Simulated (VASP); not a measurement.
Here is a VASP 6.6.1 calculation.

The input INCAR:

```
SYSTEM = Sb
  PREC = Accurate
  ENCUT = 500
  EDIFF = 1E-6
  ISMEAR = 0
  SIGMA = 0.05
  LREAL = .FALSE.
  LASPH = .TRUE.
  NELM = 120
  ALGO = Normal
  ISIF = 2
  LWAVE = .FALSE.
  LCHARG = .FALSE.
  GGA = PS
  NBANDS = 12
  GGA_COMPAT = .FALSE.
```

Contents of KPOINTS:

```
Automatic mesh
0
G
  7 7 7
  0 0 0
```

File POSCAR:

```
Sb
1.0
    2.1635636031      1.2491340287      3.6922389371
   -2.1635636031      1.2491340287      3.6922389371
    0.0000000000     -2.4982680573      3.6922389371
Sb
2
Direct
    0.2351033939      0.2351033939      0.2351033939
    0.7648966061      0.7648966061      0.7648966061
```

Potentials or basis: VASP PAW PBE potentials, release 64 (Sb).

Run with:

```console
$ cat potpaw_PBE.64/Sb/POTCAR > POTCAR
$ mpirun -np 1 vasp_std > vasp.out
```

Question: Estimate the largest force.

Answer: 0.046 eV/Å.

Question: Estimate the pressure.

Answer: 0.2 GPa.

Forces in eV/Å, atoms in the order of the input:
```
Sb   0.000  0.000  0.046
Sb   0.000  0.000 -0.046
```

Caveat: the PAW data sets were made with another functional, which shifts forces and pressure a little.
